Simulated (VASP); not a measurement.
Here is a VASP 6.6.1 calculation.

Contents of POSCAR:

```
Sb
1.0
    3.1600000000      0.0000000000      0.0000000000
    0.0000000000      3.1600000000      0.0000000000
    0.0000000000      0.0000000000      3.1600000000
Sb
1
Direct
    0.0000000000      0.0000000000      0.0000000000
```

The input INCAR.step1:

```
SYSTEM = Sb
  PREC = Accurate
  ENCUT = 600
  EDIFF = 1E-5
  ISMEAR = -1
  SIGMA = 0.05
  LREAL = .FALSE.
  LASPH = .TRUE.
  NELM = 60
  ALGO = Normal
  LWAVE = .TRUE.
  LCHARG = .FALSE.
  GGA = PE
  NBANDS = 8
```

INCAR.step2

```
SYSTEM = Sb
  PREC = Accurate
  ENCUT = 600
  EDIFF = 1E-7
  ISMEAR = -1
  SIGMA = 0.05
  LREAL = .FALSE.
  LASPH = .TRUE.
  NELM = 60
  ALGO = Normal
  ISIF = 3
  LWAVE = .FALSE.
  LCHARG = .FALSE.
  GGA = PE
  LHFCALC = .TRUE.
  AEXX = 0.25
  HFSCREEN = 0.3
  PRECFOCK = Normal
  IBRION = 2
  NSW = 60
  EDIFFG = -0.01
  ISTART = 1
```

KPOINTS

```
regular mesh
0
G
  4 4 4
  0 0 0
```

Potentials or basis: VASP PAW PBE potentials, release 64 (Sb).

Run with:

```bash
$ cat potpaw_PBE.64/Sb/POTCAR > POTCAR
$ cp INCAR.step1 INCAR
$ mpirun -np 1 vasp_std > vasp.out
$ cp INCAR.step2 INCAR
$ mpirun -np 1 vasp_std > vasp.out
```

(1) Predict the space group after relaxing (to 0.05 Å).

(2) What does it give for the relaxed cell?

Answers

(1) Pm-3m (No. 221).

(2) a = 3.041 Å, b = 3.041 Å, c = 3.041 Å, α = 90.00°, β = 90.00°, γ = 90.00°.

Caveat: the k points lie up to 0.52 Å⁻¹ apart in the final cell.
